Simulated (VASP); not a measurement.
# Sn (P-1) in VASP: relaxation of cell and atoms with PBEsol

Aim: the relaxation of cell and atoms of Sn with PBEsol.

Everything below comes from runs of VASP 6.6.1. Logs are shortened: lines on timing, memory, paths and dates and some standing lists are left out, and cuts for length are marked.

### Step 1. The cell of the first run

The typed cell holds 1 atom: a = 3.246 Å, b = 3.216 Å, c = 3.197 Å, α = 109.15°, β = 108.22°, γ = 109.25°.

### Step 2. Relaxation of cell and atoms, PBEsol

The input, INCAR:

```
ALGO = Normal ; EDIFF = 1E-7
EDIFFG = -0.01 ; ENCUT = 500
GGA = PS ; GGA_COMPAT = False
IBRION = 2 ; ISIF = 3
ISMEAR = 0 ; LASPH = True
LCHARG = False ; LREAL = False
LWAVE = False ; NELM = 120
NELMIN = 4 ; NSW = 100
PREC = Accurate ; SIGMA = 0.15
```

The input, KPOINTS:

```
k-points
0
Gamma
  15 15 15
```

The input, POSCAR:

```
Sn
1.0
   -1.8289851493      1.9094998554      1.8832405702
    1.8665942890     -1.8458980203      1.8572478747
    1.8504373365      1.8673502074     -1.8196387350
Sn
1
Direct
    0.0000000000      0.0000000000      0.0000000000
```

Potentials or basis: VASP PAW PBE potentials, release 64 (Sn_d).

Launch:

```sh
$ cat potpaw_PBE.64/Sn_d/POTCAR > POTCAR
$ mpirun -np 1 vasp_std > vasp.out
```

OUTCAR:

```text
EDIFF = 1E-7
   EDIFFG = -0.01
   ENCUT = 500
   GGA = PS
   IBRION = 2
   ISIF = 3
   ISMEAR = 0
   LASPH = True
   LREAL = False
   NELM = 120
   NELMIN = 4
   NSW = 100
   PREC = Accurate

 ion  position               nearest neighbor table
   1  0.000  0.000  0.000-

  LATTYP: Found a triclinic cell.
 ALAT       =     3.2157243988
 B/A-ratio  =     1.6250468138
 C/A-ratio  =     1.9436203892
 COS(alpha) =     0.0012807332
 COS(beta)  =     0.5222120902
 COS(gamma) =     0.8160547145

  Lattice vectors:

 A1 = (  -1.8665942890,   1.8458980203,  -1.8572478747)
 A2 = (  -0.0161569525,   3.7132482277,  -3.6768866097)
 A3 = (  -5.6050781017,  -1.9524042296,  -1.9584588496)

Analysis of symmetry for initial positions (statically):
=====================================================================
 Subroutine PRICEL returns:
 Original cell was already a primitive cell.

 Routine SETGRP: Setting up the symmetry group for a
 triclinic supercell.

 Subroutine GETGRP returns: Found  2 space group operations
 (whereof  2 operations were pure point group operations)
 out of a pool of  2 trial point group operations.

The static configuration has the point symmetry S_2 .

Analysis of symmetry for dynamics (positions and initial velocities):
=====================================================================
 Subroutine PRICEL returns:
 Original cell was already a primitive cell.

 Routine SETGRP: Setting up the symmetry group for a
 triclinic supercell.

 Subroutine GETGRP returns: Found  2 space group operations
 (whereof  2 operations were pure point group operations)
 out of a pool of  2 trial point group operations.

The dynamic configuration has the point symmetry S_2 .

 Subroutine INISYM returns: Found  2 space group operations
 (whereof  2 operations are pure point group operations),
 and found     1 'primitive' translations

----------------------------------------------------------------------------------------

                                     Primitive cell

  volume of cell :      26.2447

  direct lattice vectors                    reciprocal lattice vectors
    -1.828985149  1.909499855  1.883240570    -0.004163297  0.260366335  0.262959455
     1.866594289 -1.845898020  1.857247875     0.266387406 -0.005971727  0.264767884
     1.850437336  1.867350207 -1.819638735     0.267584409  0.263371767 -0.007168729

  length of vectors
     3.246224179  3.215724399  3.197217581     0.370075176  0.375632725  0.375522961

  position of ions in fractional coordinates (direct lattice)
     0.000000000  0.000000000  0.000000000

  ion indices of the primitive-cell ions
   primitive index   ion index
                 1           1

----------------------------------------------------------------------------------------

 KPOINTS: k-points

Automatic generation of k-mesh.
 Grid dimensions read from file:
 generate k-points for:   15   15   15

 Generating k-lattice:

  Cartesian coordinates                     Fractional coordinates (reciprocal lattice)
    -0.000277553  0.017357756  0.017530630     0.066666667  0.000000000  0.000000000
     0.017759160 -0.000398115  0.017651192     0.000000000  0.066666667  0.000000000
     0.017838961  0.017558118 -0.000477915    -0.000000000  0.000000000  0.066666667

  Length of vectors
     0.024671678  0.025042182  0.025034864

  Shift w.r.t. Gamma in fractional coordinates (k-lattice)
     0.000000000  0.000000000  0.000000000

 Subroutine IBZKPT returns following result:
 ===========================================

 Found   1688 irreducible k-points:

 Following reciprocal coordinates:
            Coordinates               Weight
  0.000000  0.000000  0.000000      1.000000
  0.066667 -0.000000  0.000000      2.000000
  0.133333 -0.000000  0.000000      2.000000
  0.200000 -0.000000  0.000000      2.000000
  0.266667 -0.000000  0.000000      2.000000
  0.333333 -0.000000  0.000000      2.000000
[... 16 lines left out ...]
 -0.066667  0.066667 -0.000000      2.000000
  0.000000  0.133333  0.000000      2.000000
 [... further k-points ...]
   k-points           NKPTS =   1688   k-points in BZ     NKDIM =   1688   number of bands    NBANDS=     11
   number of dos      NEDOS =    301   number of ions     NIONS =      1
   total plane-waves  NPLWV =  13824
   dimension x,y,z NGX =    24 NGY =   24 NGZ =   24
   dimension x,y,z NGXF=    48 NGYF=   48 NGZF=   48
   ions per type =               1
   NGX,Y,Z   is equivalent  to a cutoff of  12.29, 12.41, 12.48 a.u.
   NGXF,Y,Z  is equivalent  to a cutoff of  24.58, 24.81, 24.96 a.u.
 SYSTEM =  unknown system
   PREC   = accura    normal or accurate (medium, high low for compatibility)
   ISTART =      0    job   : 0-new  1-cont  2-samecut
   ICHARG =      2    charge: 1-file 2-atom 10-const
   ISPIN  =      1    spin polarized calculation?
   LNONCOLLINEAR =      F non collinear calculations
   LSORBIT =      F    spin-orbit coupling
   LASPH  =      T    aspherical Exc in radial PAW
   ENCUT  =  500.0 eV  36.75 Ry    6.06 a.u.   5.92  5.86  5.83*2*pi/ulx,y,z
   NELM   =    120;   NELMIN=  4; NELMDL= -5     # of ELM steps
   EDIFF  = 0.1E-06   stopping-criterion for ELM
   LREAL  =      F    real-space projection
   EDIFFG = -.1E-01   stopping-criterion for IOM
   NSW    =    100    number of steps for IOM
   IBRION =      2    ionic relax: 0-MD 1-quasi-New 2-CG
   NFREE  =      1    steps in history (QN), initial steepest desc. (CG)
   ISIF   =      3    stress and relaxation
   ISYM   =      2    0-nonsym 1-usesym 2-fastsym
   POTIM  = 0.5000    time-step for ionic-motion
   TEBEG  =    0.0;   TEEND  =   0.0 temperature during run
   PSTRESS=    0.0 pullay stress
   NELECT =      14.0000    total number of electrons
   NUPDOWN=      -1.0000    fix difference up-down
   EMIN   =  10.00;   EMAX   =-10.00  energy-range for DOS
   EFERMI =   0.00;   METHOD = LEGACY
   ISMEAR =     0;   SIGMA  =   0.15  broadening in eV -4-tet -1-fermi 0-gaus
   EFERMI_NEDOS =   21; number of points for ismear=-14 and -15
   IALGO  =     38    algorithm
   IMIX   =      4    mixing-type and parameters
     AMIX     =   0.40;   BMIX     =  1.00
     AMIX_MAG =   1.60;   BMIX_MAG =  1.00
  volume/ion in A,a.u.               =      26.24       177.11
  Fermi-wavevector in a.u.,A,eV,Ry     =   1.327711  2.509009 23.984557  1.762815
  Thomas-Fermi vector in A             =   2.457002
   LORBIT       =      0    0 simple, 1 ext, 2 COOP (PROOUT), +10 PAW based schemes
   GGA     = PS    functional components
   LHFCALC =     F    Hartree Fock is set to
   AEXX    =    0.0000 exact exchange contribution
   IVDW    =     0    specifies the selected vdW correction
   LEPSILON=     F    determine dielectric tensor
   LRPA    =     F    only Hartree local field effects (RPA)
 conjugate gradient relaxation of ions
 non-spin polarized calculation
 Gauss-broadening in eV      SIGMA  =   0.15
  energy-cutoff  :      500.00
  volume of cell :       26.24
 maximum number of plane-waves:       683
   NGX = 11   NGY = 11   NGZ = 11

--------------------------------------- Ionic step        1  -------------------------------------------

 number of electron      13.9999998 magnetization

 Free energy of the ion-electron system (eV)
  ---------------------------------------------------
  ext. energy  EPLUGINS =         0.00000000
  ---------------------------------------------------
  free energy    TOTEN  =        -4.23056548 eV

  energy without entropy =       -4.22414135  energy(sigma->0) =       -4.22735342

------------------------ aborting loop because EDIFF is reached ----------------------------------------

  FORCE on cell =-STRESS in cart. coord.  units (eV):
  Direction    XX          YY          ZZ          XY          YZ          ZX
  --------------------------------------------------------------------------------------
  -------------------------------------------------------------------------------------
  Total       -0.0877118     -0.0431319     -0.0433709     -0.0027436     -0.0904563     -0.0468172
  in kB       -5.3545874     -2.6330959     -2.6476866     -0.1674888     -5.5221355     -2.8580733
  external PRESSURE =      -3.5451233 kB  Pullay stress =       0.0000000 kB
[... 86 lines left out ...]
  FREE ENERGIE OF THE ION-ELECTRON SYSTEM (eV)
  ---------------------------------------------------
  free  energy   TOTEN  =        -4.2318007461 eV

  energy  without entropy=       -4.2249324823  energy(sigma->0) =       -4.22836661

[... ionic steps 4 to 26 ...]

--------------------------------------- Ionic step       27  -------------------------------------------

 number of electron      14.0000001 magnetization

------------------------ aborting loop because EDIFF is reached ----------------------------------------

  FORCE on cell =-STRESS in cart. coord.  units (eV):
  Direction    XX          YY          ZZ          XY          YZ          ZX
  --------------------------------------------------------------------------------------
  -------------------------------------------------------------------------------------
  Total        0.0238644      0.0147654      0.0081620      0.0002999     -0.0021299     -0.0071528
  in kB        1.4617730      0.9044321      0.4999525      0.0183718     -0.1304629     -0.4381305
  external PRESSURE =       0.9553859 kB  Pullay stress =       0.0000000 kB
[... 55 lines left out ...]
  energy  without entropy=       -4.2387627260  energy(sigma->0) =       -4.24116966

--------------------------------------- Ionic step       29  -------------------------------------------

 number of electron      14.0000001 magnetization

 Free energy of the ion-electron system (eV)
  ---------------------------------------------------
  ext. energy  EPLUGINS =         0.00000000
  ---------------------------------------------------
  free energy    TOTEN  =        -4.24359787 eV

  energy without entropy =       -4.23880629  energy(sigma->0) =       -4.24120208

 E-fermi :   8.3676     XC(G=0): -10.6748

 val. band max:        8.3664203915   @ k =  -0.3333   0.2667   0.2667
 cond. band min:       8.4075026141   @ k =  -0.0667   0.2667   0.2667
 fundamental gap:      0.0410822226
 Fermi energy:         8.3676448465

 k-point     1 :       0.0000    0.0000    0.0000
  band No.  band energies     occupation
      1     -13.1173      2.00000
      2     -13.0626      2.00000
      3     -13.0619      2.00000
      4     -12.9937      2.00000
      5     -12.9089      2.00000
      6      -3.0047      2.00000
      7      15.9369      0.00000
      8      15.9520      0.00000
      9      17.5484      0.00000
     10      19.6147      0.00000
     11      20.6117      0.00000
[... 309 lines left out ...]
 k-point    24 :       0.0000    0.1333    0.0000
  band No.  band energies     occupation
      1     -13.1080      2.00000
      2     -13.0579      2.00000
      3     -13.0420      2.00000
      4     -12.9817      2.00000
      5     -12.9189      2.00000
      6      -2.5814      2.00000
      7      14.2920      0.00000
      8      14.7106      0.00000
      9      15.6454      0.00000
     10      18.6953      0.00000
     11      18.7911      0.00000

 [... further k-points ...]
[... 5 lines left out ...]
  --------------------------------------------------------------------------------------
  -------------------------------------------------------------------------------------
  Total        0.0026289     -0.0013147     -0.0069853     -0.0000507     -0.0054418     -0.0013586
  in kB        0.1607464     -0.0803879     -0.4271233     -0.0030976     -0.3327445     -0.0830748
  external PRESSURE =      -0.1155883 kB  Pullay stress =       0.0000000 kB
[... 16 lines left out ...]
  FREE ENERGIE OF THE ION-ELECTRON SYSTEM (eV)
  ---------------------------------------------------
  free  energy   TOTEN  =        -4.2435978691 eV

  energy  without entropy=       -4.2388062861  energy(sigma->0) =       -4.24120208

 reached required accuracy - stopping structural energy minimisation
```

Run time: 32 min. Hardware: 1 thread of Intel Xeon 6975P-C (Granite Rapids), shared host; peak memory 0.7 GiB.

Results:

| Property | Result |
| --- | --- |
| Free energy | -4.2436 eV |
| Relaxed volume | 26.20 Å³/atom |
| Relaxed cell | a = 3.254 Å, b = 3.254 Å, c = 3.253 Å, α = 116.70°, β = 106.08°, γ = 105.87° |
| Space group after relaxing (to 0.1 Å) | I4/mmm (No. 139) |
| Energy gained by relaxing | 13.0 meV/atom |
| Ionic steps | 29 |
| Pressure after relaxing | 0.0 GPa |
| Band gap on the k mesh | zero (bands 7 and 8 overlap by 9.88 eV) |

Step by step:
```
step  energy change (eV)  largest force (eV/Å)  pressure (GPa)  volume (Å³)
   1              0.0000                0.0000           -0.35        26.24
   2             -0.0011                0.0000            0.07        26.02
   3             -0.0012                0.0000            0.36        25.89
   4             -0.0019                0.0000            0.09        26.00
   5             -0.0024                0.0000           -0.23        26.16
   6             -0.0023                0.0000           -0.79        26.46
   7             -0.0026                0.0000           -0.42        26.25
   8             -0.0027                0.0000           -0.64        26.37
   9             -0.0027                0.0000           -0.52        26.31
  10             -0.0030                0.0000           -0.52        26.31
  11             -0.0034                0.0000           -0.51        26.32
  12             -0.0039                0.0000           -0.32        26.25
  13             -0.0048                0.0000           -0.03        26.09
  14             -0.0053                0.0000            0.68        25.79
  15             -0.0058                0.0000            0.68        25.79
  16             -0.0074                0.0000            0.67        25.80
  17             -0.0099                0.0000            0.68        25.82
  18             -0.0071                0.0000            1.02        25.81
  19             -0.0104                0.0000            0.76        25.82
  20             -0.0120                0.0000            0.01        26.18
  21             -0.0121                0.0000           -0.19        26.28
  22             -0.0127                0.0000           -0.14        26.27
  23             -0.0129                0.0000           -0.09        26.25
  24             -0.0129                0.0000           -0.10        26.25
  25             -0.0130                0.0000            0.06        26.19
  26             -0.0130                0.0000            0.06        26.18
  27             -0.0130                0.0000            0.10        26.16
  28             -0.0130                0.0000            0.09        26.17
  29             -0.0130                0.0000           -0.01        26.20
```

Final structure:
```yaml
crystal:
  lattice:
    - [-1.70748, 1.95680, 1.96101]
    - [1.70784, -1.95527, 1.96139]
    - [1.70670, 1.95604, -1.96074]
  atoms:
    - { symbol: Sn, position: [0.00000, 0.00000, 0.00000] }
```

Caveat: the PAW data sets were made with another functional, which shifts forces and pressure a little; spin-orbit coupling is left out, which moves the levels of the heavy elements.

The gap in the log of VASP goes by the Fermi energy; the results here count the filled bands.